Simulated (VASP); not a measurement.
# Ba8Ti8O23 (a cell with a defect) in VASP: single point with PBE

Aim: the single point of Ba8Ti8O23 (a cell with a defect) with PBE.

Everything below comes from runs of VASP 6.6.1. Logs are shortened: lines on timing, memory, paths and dates and some standing lists are left out, and cuts for length are marked.

### Step 1. The cell of the first run

The cell holds a defect, 39 atoms: a = 7.968 Å, b = 8.037 Å, c = 8.037 Å, α = 89.82°, β = 90.00°, γ = 90.00°.

### Step 2. Single point, PBE

Input file INCAR:

```
SYSTEM = Ba8Ti8O23
PREC = Accurate
ENCUT = 520
EDIFF = 1E-6
ISMEAR = 0
SIGMA = 0.02
LREAL = Auto
LASPH = .TRUE.
NELM = 120
ALGO = Normal
ISIF = 2
LWAVE = .FALSE.
LCHARG = .TRUE.
GGA = PE
LVHAR = .TRUE.
NELECT = 312.0
NBANDS = 182
GGA_COMPAT = .FALSE.
KPAR = 2
NCORE = 2
```

Input file KPOINTS:

```
Automatic mesh
0
G
  2 2 2
  0 0 0
```

Input file POSCAR:

```
Ba8Ti8O23
1.0
    7.9682000000      0.0000000000      0.0000000000
    0.0000000000      5.6741000000      5.6916000000
    0.0000000000     -5.6741000000      5.6916000000
Ba Ti O
8 8 23
Direct
    0.0054051103      0.0013046193      0.0062907845
    0.0038506815     -0.0009226964      0.4990337724
    0.0099738962      0.5083351532      0.0083513673
    0.0053978314      0.5063370227      0.5012743696
    0.4889072814     -0.0009148278      0.0068375911
    0.4893692427     -0.0030406148      0.4969551555
    0.4891643031      0.5056693359      0.0056016600
    0.4889503276      0.5069175649      0.4990876006
    0.2424541302      0.2582533024      0.2568823361
    0.2390883763      0.2585275078      0.7585088264
    0.2414869105      0.7595005700      0.2594498130
    0.2423136969      0.7569117198      0.7581980912
    0.7462700484      0.2666955038      0.2729664542
    0.7344110339      0.2347814910      0.7346290439
    0.7421092593      0.7619903326      0.2619129635
    0.7462232374      0.7729886892      0.7667117466
   -0.0041008007      0.2460743704      0.2388873275
    0.2517010115      0.2440217819      0.4852933492
    0.2517010115      0.4919821912      0.2510290885
    0.0079888808      0.2369877396      0.7371112835
    0.2511670139      0.2441071891      0.9917669061
    0.2511115434      0.4917953223      0.7440517154
    0.0058413443      0.7477336804      0.2477319180
    0.2515256896      0.7474690254      0.4935027576
    0.2514854045      0.9935345721      0.2474351025
   -0.0040127005      0.7390187659      0.7460235772
    0.2516908461      0.7510401203      0.9919602662
    0.2518079365      0.9853229623      0.7439890062
    0.5130462338      0.2459004255      0.2377447709
    0.7516472980      0.2684290600      0.5013047583
    0.7528903642      0.4925608026      0.2455820747
    0.5008078361      0.2369860779      0.7369333823
    0.7533772998      0.3870670208      0.8860777891
    0.5052817449      0.7475455186      0.2474799575
    0.7525357044      0.7445698324      0.4971231889
    0.7525220250      0.9972046419      0.2445258030
    0.5131290630      0.7377249876      0.7458919215
    0.7529640320      0.7457316785      0.9925977895
    0.7515721242      1.0013547594      0.7684120900
```

Potentials or basis: VASP PAW PBE potentials, release 64 (Ba_sv, Ti_sv, O).

Launch:

```console
cat potpaw_PBE.64/Ba_sv/POTCAR potpaw_PBE.64/Ti_sv/POTCAR potpaw_PBE.64/O/POTCAR > POTCAR
mpirun -np 4 vasp_std > vasp.out
```

OUTCAR:

```text
SYSTEM = Ba8Ti8O23
   PREC = Accurate
   ENCUT = 520
   EDIFF = 1E-6
   ISMEAR = 0
   LREAL = Auto
   LASPH = .TRUE.
   NELM = 120
   ISIF = 2
   GGA = PE
   NELECT = 312.0

 ion  position               nearest neighbor table
   1  0.005  0.001  0.006-  17 2.72  25 2.76  21 2.77  36 2.78  39 2.78  23 2.81  27 2.81  20 2.87
                            38 2.88  28 2.88  26 2.98  16 3.37  12 3.38  11 3.38  10 3.42   9 3.45
   2  0.004  0.999  0.499-  20 2.71  18 2.79  28 2.79  25 2.83  24 2.83  23 2.86  35 2.86  36 2.86
                            26 2.88  17 2.88  30 2.95  39 2.95  11 3.32  15 3.41  12 3.42   9 3.42
   3  0.010  0.508  0.008-  33 2.47  23 2.73  19 2.74  27 2.74  31 2.80  38 2.80  17 2.80  26 2.81
                            21 2.87  22 2.87  20 3.09  10 3.38  12 3.38   9 3.38  11 3.40  13 3.56
   4  0.005  0.506  0.501-  26 2.72  24 2.76  22 2.77  35 2.78  30 2.78  23 2.81  19 2.81  20 2.87
                            31 2.88  18 2.88  17 2.98  13 3.37   9 3.38  11 3.38  10 3.42  12 3.45
   5  0.489  0.999  0.007-  25 2.71  29 2.73  21 2.73  27 2.75  34 2.80  28 2.84  39 2.84  36 2.84
                            32 2.89  38 2.93  37 2.98  16 3.35  12 3.42  11 3.42  15 3.45  14 3.49
   6  0.489  0.997  0.497-  32 2.73  28 2.74  18 2.75  24 2.76  25 2.76  34 2.84  29 2.89  37 2.89
                            35 2.92  36 2.92  39 3.02  30 3.02  14 3.34  11 3.35  15 3.35   9 3.46
   7  0.489  0.506  0.006-  33 2.50  27 2.73  19 2.74  34 2.76  37 2.80  29 2.80  21 2.83  22 2.83
                            31 2.85  38 2.85  32 3.06   9 3.45  12 3.45  10 3.45  11 3.50  16 3.53
   8  0.489  0.507  0.499-  24 2.71  37 2.73  22 2.74  19 2.75  34 2.80  18 2.84  30 2.84  35 2.84
                            32 2.89  31 2.93  29 2.98  13 3.35   9 3.42  11 3.42  15 3.45  14 3.49
   9  0.242  0.258  0.257-  18 1.84  19 1.88  17 1.97  25 2.13  21 2.14  29 2.16   4 3.38   3 3.38
[... 16 lines left out ...]
  18  0.252  0.244  0.485-   9 1.84  10 2.20   6 2.75   2 2.79   8 2.84   4 2.88
  19  0.252  0.492  0.251-   9 1.88  11 2.15   7 2.74   3 2.74   8 2.75   4 2.81
  20  0.008  0.237  0.737-  10 1.86  14 2.18   2 2.71   1 2.87   4 2.87   3 3.09
  21  0.251  0.244  0.992-  10 1.88   9 2.14   5 2.73   1 2.77   7 2.83   3 2.87
  22  0.251  0.492  0.744-  10 1.88  12 2.14   8 2.74   4 2.77   7 2.83   3 2.87
[... 8 lines left out ...]
  31  0.753  0.493  0.246-  13 1.83  15 2.17   3 2.80   7 2.85   4 2.88   8 2.93
  32  0.501  0.237  0.737-  14 1.86  10 2.10   6 2.73   8 2.89   5 2.89   7 3.06
  33  0.753  0.387  0.886-  14 1.74   3 2.47   7 2.50
  34  0.505  0.748  0.247-  15 1.89  11 2.11   7 2.76   5 2.80   8 2.80   6 2.84
  35  0.753  0.745  0.497-  15 1.90  16 2.18   4 2.78   8 2.84   2 2.86   6 2.92
  36  0.753  0.997  0.245-  15 1.90  13 2.18   1 2.78   5 2.84   2 2.86   6 2.92
  37  0.513  0.738  0.746-  16 1.89  12 2.17   8 2.73   7 2.80   6 2.89   5 2.98
  38  0.753  0.746  0.993-  16 1.83  15 2.17   3 2.80   7 2.85   1 2.88   5 2.93
  39  0.752  0.001  0.768-  16 1.84  14 1.90   1 2.78   5 2.84   2 2.95   6 3.02

  LATTYP: Found a base centered orthorhombic cell.
 ALAT       =    11.3482000000
 B/A-ratio  =     1.0030841896
 C/A-ratio  =     0.7021554079

  Lattice vectors:

 A1 = (   0.0000000000,   5.6741000000,  -5.6916000000)
 A2 = (   0.0000000000,   5.6741000000,   5.6916000000)
 A3 = (   7.9682000000,   0.0000000000,   0.0000000000)

Analysis of symmetry for initial positions (statically):
=====================================================================
 Subroutine PRICEL returns:
 Original cell was already a primitive cell.

 Routine SETGRP: Setting up the symmetry group for a
 base centered orthorhombic supercell.

 Subroutine GETGRP returns: Found  1 space group operations
 (whereof  1 operations were pure point group operations)
 out of a pool of  8 trial point group operations.

The static configuration has the point symmetry C_1 .

Analysis of symmetry for dynamics (positions and initial velocities):
=====================================================================
 Subroutine PRICEL returns:
 Original cell was already a primitive cell.

 Routine SETGRP: Setting up the symmetry group for a
 base centered orthorhombic supercell.

 Subroutine GETGRP returns: Found  1 space group operations
 (whereof  1 operations were pure point group operations)
 out of a pool of  8 trial point group operations.

The dynamic configuration has the point symmetry C_1 .

 Subroutine INISYM returns: Found  1 space group operations
 (whereof  1 operations are pure point group operations),
 and found     1 'primitive' translations

----------------------------------------------------------------------------------------

                                     Primitive cell

  volume of cell :     514.6614

  direct lattice vectors                    reciprocal lattice vectors
     7.968200000  0.000000000  0.000000000     0.125498858  0.000000000  0.000000000
     0.000000000  5.674100000  5.691600000     0.000000000  0.088119702  0.087848760
     0.000000000 -5.674100000  5.691600000     0.000000000 -0.088119702  0.087848760

[... 86 lines left out ...]
----------------------------------------------------------------------------------------

 KPOINTS: Automatic mesh

Automatic generation of k-mesh.
 Grid dimensions read from file:
 generate k-points for:    2    2    2

 Generating k-lattice:

  Cartesian coordinates                     Fractional coordinates (reciprocal lattice)
     0.062749429  0.000000000  0.000000000     0.500000000  0.000000000  0.000000000
     0.000000000  0.044059851  0.043924380     0.000000000  0.500000000  0.000000000
     0.000000000 -0.044059851  0.043924380     0.000000000  0.000000000  0.500000000

  Length of vectors
     0.062749429  0.062214320  0.062214320

  Shift w.r.t. Gamma in fractional coordinates (k-lattice)
     0.000000000  0.000000000  0.000000000

 Subroutine IBZKPT returns following result:
 ===========================================

 Found      8 irreducible k-points:

 Following reciprocal coordinates:
            Coordinates               Weight
  0.000000  0.000000  0.000000      1.000000
  0.500000  0.000000  0.000000      1.000000
  0.000000  0.500000  0.000000      1.000000
  0.000000  0.000000  0.500000      1.000000
  0.500000  0.500000  0.000000      1.000000
  0.500000  0.000000  0.500000      1.000000
  0.000000  0.500000  0.500000      1.000000
  0.500000  0.500000  0.500000      1.000000
   k-points           NKPTS =      8   k-points in BZ     NKDIM =      8   number of bands    NBANDS=    182
   number of dos      NEDOS =    301   number of ions     NIONS =     39
   total plane-waves  NPLWV = 216000
   dimension x,y,z NGX =    60 NGY =   60 NGZ =   60
   dimension x,y,z NGXF=   120 NGYF=  120 NGZF=  120
   ions per type =               8   8  23
   NGX,Y,Z   is equivalent  to a cutoff of  12.52, 12.41, 12.41 a.u.
   NGXF,Y,Z  is equivalent  to a cutoff of  25.04, 24.82, 24.82 a.u.
 SYSTEM =  Ba8Ti8O23
   PREC   = accura    normal or accurate (medium, high low for compatibility)
   ISTART =      0    job   : 0-new  1-cont  2-samecut
   ICHARG =      2    charge: 1-file 2-atom 10-const
   ISPIN  =      1    spin polarized calculation?
   LNONCOLLINEAR =      F non collinear calculations
   LSORBIT =      F    spin-orbit coupling
   LASPH  =      T    aspherical Exc in radial PAW
   ENCUT  =  520.0 eV  38.22 Ry    6.18 a.u.  14.82 14.94 14.94*2*pi/ulx,y,z
   NELM   =    120;   NELMIN=  2; NELMDL= -5     # of ELM steps
   EDIFF  = 0.1E-05   stopping-criterion for ELM
   LREAL  =      T    real-space projection
   EDIFFG = 0.1E-04   stopping-criterion for IOM
   NSW    =      0    number of steps for IOM
[... 5 lines left out ...]
   TEBEG  =    0.0;   TEEND  =   0.0 temperature during run
   PSTRESS=    0.0 pullay stress
   NELECT =     312.0000    total number of electrons
   NUPDOWN=      -1.0000    fix difference up-down
   EMIN   =  10.00;   EMAX   =-10.00  energy-range for DOS
   EFERMI =   0.00;   METHOD = LEGACY
   ISMEAR =     0;   SIGMA  =   0.02  broadening in eV -4-tet -1-fermi 0-gaus
   EFERMI_NEDOS =   21; number of points for ismear=-14 and -15
   IALGO  =     38    algorithm
   IMIX   =      4    mixing-type and parameters
     AMIX     =   0.40;   BMIX     =  1.00
     AMIX_MAG =   1.60;   BMIX_MAG =  1.00
  volume/ion in A,a.u.               =      13.20        89.05
  Fermi-wavevector in a.u.,A,eV,Ry     =   1.385540  2.618292 26.119403  1.919722
  Thomas-Fermi vector in A             =   2.509941
   LORBIT       =      0    0 simple, 1 ext, 2 COOP (PROOUT), +10 PAW based schemes
   GGA     = PE    functional components
   LHFCALC =     F    Hartree Fock is set to
   AEXX    =    0.0000 exact exchange contribution
   IVDW    =     0    specifies the selected vdW correction
   LEPSILON=     F    determine dielectric tensor
   LRPA    =     F    only Hartree local field effects (RPA)
 non-spin polarized calculation
 Gauss-broadening in eV      SIGMA  =   0.02
  energy-cutoff  :      520.00
  volume of cell :      514.66
 maximum number of plane-waves:     13884
 NGX is ok and might be reduce to    60
   NGX = 29   NGY = 29   NGZ = 29

 number of electron     312.0000041 magnetization

 Free energy of the ion-electron system (eV)
  ---------------------------------------------------
  ext. energy  EPLUGINS =         0.00000000
  ---------------------------------------------------
  free energy    TOTEN  =      -320.88344830 eV

  energy without entropy =     -320.88344830  energy(sigma->0) =     -320.88344830

 E-fermi :   3.7937     XC(G=0): -11.0425

 val. band max:        3.6443588074   @ k =   0.0000   0.0000   0.0000
 cond. band min:       5.9387529627   @ k =   0.0000   0.0000   0.0000
 fundamental gap:      2.2943941553
 Fermi energy:         3.7937004485

 k-point     1 :       0.0000    0.0000    0.0000
  band No.  band energies     occupation
      1     -52.7629      2.00000
      2     -52.7615      2.00000
      3     -52.7216      2.00000
      4     -52.7035      2.00000
      5     -52.7022      2.00000
      6     -52.6525      2.00000
[... 1357 lines left out ...]
    167       7.0722      0.00000
    168       7.1194      0.00000
 [bands above 168 left out]

------------------------ aborting loop because EDIFF is reached ----------------------------------------

  FORCE on cell =-STRESS in cart. coord.  units (eV):
  Direction    XX          YY          ZZ          XY          YZ          ZX
  --------------------------------------------------------------------------------------
  -------------------------------------------------------------------------------------
  Total        8.8753253      8.5682501     12.1639864     -0.0063746      0.0013403     -0.2426825
  in kB       27.6295163     26.6735695     37.8673515     -0.0198447      0.0041726     -0.7554879
  external PRESSURE =      30.7234791 kB  Pullay stress =       0.0000000 kB

 VOLUME and BASIS-vectors are now :
 -----------------------------------------------------------------------------
  energy-cutoff  :      520.00
  volume of cell :      514.66
      direct lattice vectors                 reciprocal lattice vectors
     7.968200000  0.000000000  0.000000000     0.125498858  0.000000000  0.000000000
     0.000000000  5.674100000  5.691600000     0.000000000  0.088119702  0.087848760
     0.000000000 -5.674100000  5.691600000     0.000000000 -0.088119702  0.087848760

 POSITION                                       TOTAL-FORCE (eV/Angst)
 -----------------------------------------------------------------------------------
      0.04307     -0.02829      0.04323        -0.045673      0.031466     -0.027770
      0.03068      2.83730      8.52665        -0.046899     -0.000538     -0.015836
      0.07947      2.83696      2.94077         0.087894      0.000943      0.008750
      0.04301      0.02873      5.73492        -0.046397     -0.032605     -0.026634
      3.89571      5.63011      5.72531         0.066950      0.039812     -0.036529
      3.89939      2.83707      8.50276         0.066787     -0.000063     -0.006850
[... 31 lines left out ...]
      5.99977     -1.40074      9.89388         0.001535     -0.045089      0.045495
      5.98868     -4.35236      4.38121        -0.016097      0.045404     -0.000072
 -----------------------------------------------------------------------------------
    total drift:                                0.011771     -0.001381     -0.001053

  FREE ENERGIE OF THE ION-ELECTRON SYSTEM (eV)
  ---------------------------------------------------
  free  energy   TOTEN  =      -320.8834482950 eV

  energy  without entropy=     -320.8834482950  energy(sigma->0) =     -320.88344830
```

Run time: 13 min. Hardware: 4 MPI ranks of Intel Xeon Platinum 8375C at 2.90GHz (Ice Lake), shared host; peak memory 0.48 GiB.

What came out:

* Free energy: -320.8834 eV
* Largest force: 0.112 eV/Å

Forces in eV/Å, atoms in the order of the input:
```
Ba  -0.046  0.031 -0.028
Ba  -0.047 -0.001 -0.016
Ba   0.088  0.001  0.009
Ba  -0.046 -0.033 -0.027
Ba   0.067  0.040 -0.037
Ba   0.067  0.000 -0.007
Ba  -0.062 -0.001  0.006
Ba   0.067 -0.040 -0.037
Ti   0.004  0.004 -0.073
Ti   0.094  0.000 -0.062
Ti   0.047 -0.002 -0.073
Ti   0.000 -0.004 -0.071
Ti   0.025 -0.007 -0.094
Ti   0.069  0.000 -0.019
Ti   0.051 -0.001 -0.061
Ti   0.027  0.007 -0.094
O   -0.013 -0.003  0.033
O   -0.008 -0.025  0.061
O   -0.002  0.018  0.050
O   -0.069  0.001  0.033
O   -0.011 -0.017  0.049
O   -0.010  0.016  0.049
O   -0.051  0.000  0.013
O   -0.013 -0.020  0.038
O   -0.012  0.019  0.037
O   -0.015  0.001  0.033
O   -0.003 -0.018  0.050
O   -0.010  0.025  0.061
O   -0.025  0.003  0.023
O   -0.017 -0.046  0.000
O    0.001  0.045  0.045
O   -0.063 -0.002  0.038
O   -0.013  0.008 -0.089
O   -0.029 -0.001  0.001
O    0.001 -0.042  0.043
O    0.000  0.043  0.044
O   -0.027 -0.001  0.024
O    0.002 -0.045  0.045
O   -0.016  0.045  0.000
```

Caveat: the cell carries a net charge on a neutralising background, which shifts energy and pressure; the cell is charged against a uniform background, so pressure and absolute levels hang on convention; spin-orbit coupling is left out, which moves the levels of the heavy elements.
